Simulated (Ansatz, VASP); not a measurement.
## Two plane-wave programs on CsC2

```xyz
6
Lattice="3.1525 -4.0145 0.0000 3.1525 4.0145 0.0000 0.0000 0.0000 5.2094" Properties=species:S:1:pos:R:3 pbc="T T T"
Cs    0.0000    0.0000    0.0000
Cs    3.1525    0.0000    2.6047
C     1.5762    2.0072    0.6512
C     1.5762   -2.0072    1.9535
C     1.5762    2.0072    3.2559
C     1.5762   -2.0072    4.5582
```

Alike in both runs: task relaxation of cell and atoms; functional PBE; k mesh 4 × 4 × 4; occupations gaussian, width 0.1 eV; no spin polarisation.

|  | VASP | Ansatz |
| --- | --- | --- |
| version | VASP 6.6.1 | Ansatz 0.2.0 |
| potentials or method | VASP PAW PBE potentials, release 64 (Cs_sv, C), cutoff 600 eV | scalar-relativistic, plane waves, PAW |
| valence electrons in the cell | 34 | 34 |

|  | VASP | Ansatz | Ansatz less VASP |
| --- | --- | --- | --- |
| gap on the k mesh at the Fermi level, each at its own relaxed structure (eV) | none | none | - |
| relaxed volume (Å³/atom) | 18.95 | 19.33 | +0.376 |
| relaxed length of the cell vector where the two differ most in proportion (Å) | 6.362 | 6.423 | +0.0603 |

A gap of «none» marks a metal or a gap that the smearing closes.

Spin-orbit coupling is off throughout.
